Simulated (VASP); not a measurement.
# Te2Mo (P6_3/mmc) in VASP: single point with r2SCAN

Aim: the single point of Te2Mo with r2SCAN.

All numbers are computed with VASP 6.6.1; they aren't measurements. Logs are shortened: lines on timing, memory, paths and dates and some standing lists are left out, and cuts for length are marked.

**The experiment to reproduce.**

“Broadband infrared study of pressure-tunable Fano resonance and metallization transition in 2H-MoTe2”, 2022, pmc:9569381 quotes, for a bulk crystal of Te2Mo at 300 K: band gap 0.88 ± 0.05 eV (indirect).

The results are compared with them further down.

## Step 1: The cell of the first run

Symmetry: P6_3/mmc, No. 194, hexagonal system. The conventional cell has a = 3.518 Å, b = 3.518 Å, c = 13.974 Å, α = 90.00°, β = 90.00°, γ = 120.00°. Within 3.6 Å of Te (site symmetry 3m) lie 3 Mo at 2.72 Å and 6 Te at 3.52 Å. Within 3.6 Å of Mo (site symmetry -6m2) lie 6 Te at 2.72 Å and 6 Mo at 3.52 Å.

## Step 2: Single point, r2SCAN

File POSCAR:

```
Te2Mo
1.0
    3.5181997508      0.0000000000      0.0000000000
   -1.7590998754      3.0468503597      0.0000000000
    0.0000000000      0.0000000000     13.9736000000
Te Mo
4 2
Direct
    0.3333333333      0.6666666667      0.6210000000
    0.6666666667      0.3333333333      0.1210000000
    0.3333333333      0.6666666667      0.8790000000
    0.6666666667      0.3333333333      0.3790000000
    0.3333333333      0.6666666667      0.2500000000
    0.6666666667      0.3333333333      0.7500000000
```

File INCAR.step1:

```
SYSTEM = Te2Mo
ALGO = Normal
EDIFF = 1E-4
ENCUT = 520
GGA = PE
ISMEAR = 0
LASPH = .True.
LCHARG = .False.
LREAL = .False.
LWAVE = .True.
NBANDS = 35
NELM = 80
PREC = Accurate
SIGMA = 0.05
```

File INCAR.step2:

```
SYSTEM = Te2Mo
ALGO = Normal
EDIFF = 1E-6
ENCUT = 520
ISIF = 2
ISMEAR = 0
ISTART = 1
LASPH = .True.
LCHARG = .True.
LELF = .True.
LMIXTAU = .True.
LREAL = .False.
LVHAR = .True.
LWAVE = .False.
METAGGA = R2SCAN
NBANDS = 35
NELM = 80
PREC = Accurate
SIGMA = 0.05
```

File KPOINTS:

```
k-points
0
Gamma
  12 12 2
  0 0 0
```

Potentials or basis: VASP PAW PBE potentials, release 64 (Te, Mo_sv).

The run is started by

```sh
cat potpaw_PBE.64/Te/POTCAR potpaw_PBE.64/Mo_sv/POTCAR > POTCAR
cp INCAR.step1 INCAR
mpirun -np 1 vasp_std > vasp.out
cp INCAR.step2 INCAR
mpirun -np 1 vasp_std > vasp.out
```

OUTCAR:

```text
SYSTEM = Te2Mo
   EDIFF = 1E-6
   ENCUT = 520
   ISIF = 2
   ISMEAR = 0
   ISTART = 1
   LASPH = .True.
   LREAL = .False.
   METAGGA = R2SCAN
   NELM = 80
   PREC = Accurate

 ion  position               nearest neighbor table
   1  0.333  0.667  0.621-   6 2.72   6 2.72   6 2.72   3 3.61
   2  0.667  0.333  0.121-   5 2.72   5 2.72   5 2.72   4 3.61
   3  0.333  0.667  0.879-   6 2.72   6 2.72   6 2.72   1 3.61
   4  0.667  0.333  0.379-   5 2.72   5 2.72   5 2.72   2 3.61
   5  0.333  0.667  0.250-   2 2.72   4 2.72   2 2.72   4 2.72   2 2.72   4 2.72
   6  0.667  0.333  0.750-   1 2.72   3 2.72   1 2.72   3 2.72   1 2.72   3 2.72

  LATTYP: Found a hexagonal cell.
 ALAT       =     3.5181997508
 C/A-ratio  =     3.9718040446

  Lattice vectors:

 A1 = (   3.5181997508,   0.0000000000,   0.0000000000)
 A2 = (  -1.7590998754,   3.0468503597,   0.0000000000)
 A3 = (   0.0000000000,   0.0000000000,  13.9736000000)

Analysis of symmetry for initial positions (statically):
=====================================================================
 Subroutine PRICEL returns:
 Original cell was already a primitive cell.

 Routine SETGRP: Setting up the symmetry group for a
 hexagonal supercell.

 Subroutine GETGRP returns: Found 24 space group operations
 (whereof 12 operations were pure point group operations)
 out of a pool of 24 trial point group operations.

The static configuration has the point symmetry D_3d.
 The point group associated with its full space group is D_6h.

Analysis of symmetry for dynamics (positions and initial velocities):
=====================================================================
 Subroutine PRICEL returns:
 Original cell was already a primitive cell.

 Routine SETGRP: Setting up the symmetry group for a
 hexagonal supercell.

 Subroutine GETGRP returns: Found 24 space group operations
 (whereof 12 operations were pure point group operations)
 out of a pool of 24 trial point group operations.

The dynamic configuration has the point symmetry D_3d.
 The point group associated with its full space group is D_6h.

 Subroutine INISYM returns: Found 24 space group operations
 (whereof 12 operations are pure point group operations),
 and found     1 'primitive' translations

----------------------------------------------------------------------------------------

                                     Primitive cell

  volume of cell :     149.7890

  direct lattice vectors                    reciprocal lattice vectors
     3.518199751  0.000000000  0.000000000     0.284236277  0.164103891  0.000000000
    -1.759099875  3.046850360  0.000000000     0.000000000  0.328207782  0.000000000
     0.000000000  0.000000000 13.973600000     0.000000000  0.000000000  0.071563520

  length of vectors
     3.518199751  3.518199751 13.973600000     0.328207782  0.328207782  0.071563520

  position of ions in fractional coordinates (direct lattice)
     0.333333333  0.666666667  0.621000000
     0.666666667  0.333333333  0.121000000
     0.333333333  0.666666667  0.879000000
     0.666666667  0.333333333  0.379000000
     0.333333333  0.666666667  0.250000000
     0.666666667  0.333333333  0.750000000

  ion indices of the primitive-cell ions
   primitive index   ion index
                 1           1
                 2           2
                 3           3
                 4           4
                 5           5
                 6           6

----------------------------------------------------------------------------------------

 KPOINTS: k-points

Automatic generation of k-mesh.
 Grid dimensions read from file:
 generate k-points for:   12   12    2

 Generating k-lattice:

  Cartesian coordinates                     Fractional coordinates (reciprocal lattice)
     0.023686356  0.013675324  0.000000000     0.083333333  0.000000000  0.000000000
     0.000000000  0.027350649  0.000000000     0.000000000  0.083333333  0.000000000
     0.000000000  0.000000000  0.035781760     0.000000000  0.000000000  0.500000000

  Length of vectors
     0.027350649  0.027350649  0.035781760

  Shift w.r.t. Gamma in fractional coordinates (k-lattice)
     0.000000000  0.000000000  0.000000000

 Subroutine IBZKPT returns following result:
 ===========================================

 Found     38 irreducible k-points:

 Following reciprocal coordinates:
            Coordinates               Weight
  0.000000  0.000000  0.000000      1.000000
  0.083333 -0.000000  0.000000      6.000000
  0.166667  0.000000  0.000000      6.000000
  0.250000 -0.000000  0.000000      6.000000
  0.333333 -0.000000  0.000000      6.000000
  0.416667 -0.000000  0.000000      6.000000
[... 16 lines left out ...]
  0.250000 -0.000000  0.500000      6.000000
  0.333333 -0.000000  0.500000      6.000000
 [... further k-points ...]
   k-points           NKPTS =     38   k-points in BZ     NKDIM =     38   number of bands    NBANDS=     35
   number of dos      NEDOS =    301   number of ions     NIONS =      6
   total plane-waves  NPLWV =  84672
   dimension x,y,z NGX =    28 NGY =   28 NGZ =  108
   dimension x,y,z NGXF=    56 NGYF=   56 NGZF=  216
   ions per type =               4   2
   NGX,Y,Z   is equivalent  to a cutoff of  13.23, 13.23, 12.85 a.u.
   NGXF,Y,Z  is equivalent  to a cutoff of  26.46, 26.46, 25.70 a.u.
 SYSTEM =  Te2Mo
   PREC   = accura    normal or accurate (medium, high low for compatibility)
   ISTART =      1    job   : 0-new  1-cont  2-samecut
   ICHARG =      0    charge: 1-file 2-atom 10-const
   ISPIN  =      1    spin polarized calculation?
   LNONCOLLINEAR =      F non collinear calculations
   LSORBIT =      F    spin-orbit coupling
   LASPH  =      T    aspherical Exc in radial PAW
   ENCUT  =  520.0 eV  38.22 Ry    6.18 a.u.   6.54  6.54 25.98*2*pi/ulx,y,z
   NELM   =     80;   NELMIN=  2; NELMDL=  0     # of ELM steps
   EDIFF  = 0.1E-05   stopping-criterion for ELM
   LREAL  =      F    real-space projection
   EDIFFG = 0.1E-04   stopping-criterion for IOM
   NSW    =      0    number of steps for IOM
   IBRION =     -1    ionic relax: 0-MD 1-quasi-New 2-CG
   NFREE  =      0    steps in history (QN), initial steepest desc. (CG)
   ISIF   =      2    stress and relaxation
   ISYM   =      2    0-nonsym 1-usesym 2-fastsym
   POTIM  = 0.5000    time-step for ionic-motion
   TEBEG  =    0.0;   TEEND  =   0.0 temperature during run
   PSTRESS=    0.0 pullay stress
   NELECT =      52.0000    total number of electrons
   NUPDOWN=      -1.0000    fix difference up-down
   EMIN   =  10.00;   EMAX   =-10.00  energy-range for DOS
   EFERMI =   0.00;   METHOD = LEGACY
   ISMEAR =     0;   SIGMA  =   0.05  broadening in eV -4-tet -1-fermi 0-gaus
   EFERMI_NEDOS =   21; number of points for ismear=-14 and -15
   IALGO  =     38    algorithm
   IMIX   =      4    mixing-type and parameters
     AMIX     =   0.40;   BMIX     =  1.00
     AMIX_MAG =   1.60;   BMIX_MAG =  1.00
  volume/ion in A,a.u.               =      24.96       168.47
  Fermi-wavevector in a.u.,A,eV,Ry     =   1.150578  2.174277 18.011789  1.323829
  Thomas-Fermi vector in A             =   2.287241
   LORBIT       =      0    0 simple, 1 ext, 2 COOP (PROOUT), +10 PAW based schemes
   METAGGA = R2SCAN    functional components
   LHFCALC =     F    Hartree Fock is set to
   AEXX    =    0.0000 exact exchange contribution
   IVDW    =     0    specifies the selected vdW correction
   LEPSILON=     F    determine dielectric tensor
   LRPA    =     F    only Hartree local field effects (RPA)
 non-spin polarized calculation
 Gauss-broadening in eV      SIGMA  =   0.05
  energy-cutoff  :      520.00
  volume of cell :      149.79
 maximum number of plane-waves:      4095
 NGX is ok and might be reduce to    28
   NGX = 13   NGY = 13   NGZ = 51

 number of electron      51.9999997 magnetization

 Free energy of the ion-electron system (eV)
  ---------------------------------------------------
  ext. energy  EPLUGINS =         0.00000000
  ---------------------------------------------------
  free energy    TOTEN  =      -155.58608935 eV

  energy without entropy =     -155.58608935  energy(sigma->0) =     -155.58608935

 E-fermi :   8.4238     XC(G=0): -11.0266

 val. band max:        8.0735924886   @ k =   0.0000   0.0000   0.0000
 cond. band min:       8.9382750202   @ k =   0.2500   0.1667   0.0000
 fundamental gap:      0.8646825317
 Fermi energy:         8.4237745679

 k-point     1 :       0.0000    0.0000    0.0000
  band No.  band energies     occupation
      1     -54.7095      2.00000
      2     -54.7095      2.00000
      3     -28.1542      2.00000
      4     -28.1541      2.00000
      5     -28.0309      2.00000
      6     -28.0309      2.00000
[... 27 lines left out ...]
     34      11.5958      0.00000
     35      14.4165      0.00000

 k-point     2 :       0.0833   -0.0000    0.0000
  band No.  band energies     occupation
      1     -54.7087      2.00000
      2     -54.7087      2.00000
      3     -28.1520      2.00000
      4     -28.1520      2.00000
      5     -28.0406      2.00000
      6     -28.0406      2.00000
[... 27 lines left out ...]
     34      11.3946      0.00000
     35      14.8276      0.00000

 k-point     3 :       0.1667    0.0000    0.0000
  band No.  band energies     occupation
      1     -54.7067      2.00000
      2     -54.7067      2.00000
      3     -28.1460      2.00000
      4     -28.1460      2.00000
      5     -28.0669      2.00000
      6     -28.0669      2.00000
[... 27 lines left out ...]
     34      11.6025      0.00000
     35      14.9852      0.00000
[... 723 lines left out ...]
 k-point    23 :       0.2500   -0.0000    0.5000
  band No.  band energies     occupation
      1     -54.7039      2.00000
      2     -54.7039      2.00000
      3     -28.1378      2.00000
      4     -28.1378      2.00000
      5     -28.1026      2.00000
      6     -28.1026      2.00000
[... 27 lines left out ...]
     34      11.6280      0.00000
     35      14.6330      0.00000

 k-point    24 :       0.3333   -0.0000    0.5000
  band No.  band energies     occupation
      1     -54.7011      2.00000
      2     -54.7011      2.00000
      3     -28.1381      2.00000
      4     -28.1381      2.00000
      5     -28.1297      2.00000
      6     -28.1297      2.00000
[... 27 lines left out ...]
     34      11.7183      0.00000
     35      13.6591      0.00000

 [... further k-points ...]
[... 5 lines left out ...]
  --------------------------------------------------------------------------------------
  -------------------------------------------------------------------------------------
  Total        2.3924681      2.3924681      1.8259166      0.0000000      0.0000000      0.0000000
  in kB       25.5903841     25.5903841     19.5304209      0.0000000      0.0000000      0.0000000
  external PRESSURE =      23.5703964 kB  Pullay stress =       0.0000000 kB

 VOLUME and BASIS-vectors are now :
 -----------------------------------------------------------------------------
  energy-cutoff  :      520.00
  volume of cell :      149.79
      direct lattice vectors                 reciprocal lattice vectors
     3.518199751  0.000000000  0.000000000     0.284236277  0.164103891  0.000000000
    -1.759099875  3.046850360  0.000000000     0.000000000  0.328207782  0.000000000
     0.000000000  0.000000000 13.973600000     0.000000000  0.000000000  0.071563520

 POSITION                                       TOTAL-FORCE (eV/Angst)
 -----------------------------------------------------------------------------------
     -0.00000      2.03123      8.67761         0.000000     -0.000000      0.051664
      1.75910      1.01562      1.69081         0.000000      0.000000      0.051664
     -0.00000      2.03123     12.28279         0.000000     -0.000000     -0.051664
      1.75910      1.01562      5.29599        -0.000000      0.000000     -0.051664
     -0.00000      2.03123      3.49340         0.000000     -0.000000      0.000000
      1.75910      1.01562     10.48020        -0.000000     -0.000000      0.000000
 -----------------------------------------------------------------------------------
    total drift:                               -0.000000      0.000000     -0.000000

  FREE ENERGIE OF THE ION-ELECTRON SYSTEM (eV)
  ---------------------------------------------------
  free  energy   TOTEN  =      -155.5860893526 eV

  energy  without entropy=     -155.5860893526  energy(sigma->0) =     -155.58608935
```

Run time: 11 min. Hardware: 1 thread of Intel Xeon Platinum 8259CL at 2.50GHz (Skylake/Cascade Lake), shared host; peak memory 0.41 GiB.

Results:

```
Free energy            : -155.5861 eV
Pressure               : 2.4 GPa
Largest force          : 0.052 eV/Å
Band gap on the k mesh : 0.86 eV, indirect (least direct gap 1.13 eV)
```

Forces on the atoms (eV/Å):
```
Te   0.000  0.000  0.052
Te   0.000  0.000  0.052
Te   0.000  0.000 -0.052
Te   0.000  0.000 -0.052
Mo   0.000  0.000  0.000
Mo   0.000  0.000  0.000
```

Stress tensor (GPa, compression positive):
```
2.56 0.00 0.00
0.00 2.56 0.00
0.00 0.00 1.95
```

Levels at points of the mesh, in eV from the valence-band top:
```csv
k point,band 22,band 23,band 24,band 25,band 26,band 27,band 28,band 29,band 30,band 31
"(0.00, 0.00, 0.00)",-1.12,-1.12,-1.08,-0.42,0.00,3.02,3.02,3.15,3.15,3.26
"(0.50, 0.00, 0.00)",-1.96,-1.06,-1.00,-0.72,-0.43,1.35,1.41,1.58,1.91,2.86
"(0.00, 0.00, 0.50)",-1.14,-1.14,-1.14,-0.10,-0.10,3.06,3.06,3.06,3.06,3.42
"(0.50, 0.00, 0.50)",-2.07,-1.01,-1.01,-0.57,-0.57,1.37,1.37,1.76,1.76,3.30
```

Caveat: the PAW data sets were made with another functional, which shifts forces and pressure a little; spin-orbit coupling is left out, which moves the levels of the heavy elements.

## Step 3: Comparison with measurements

Step 2. Measured gap of Te2Mo: 0.88 eV (indirect; 300 K; quoted in “Broadband infrared study of pressure-tunable Fano resonance and metallization transition in 2H-MoTe2”, 2022, pmc:9569381). This calculation gives 0.86 eV (-0.02 eV). Spin-orbit coupling on Mo, Te is left out. The value is that of r2SCAN on a finite k mesh, which can miss the band edges, without temperature or zero-point motion.
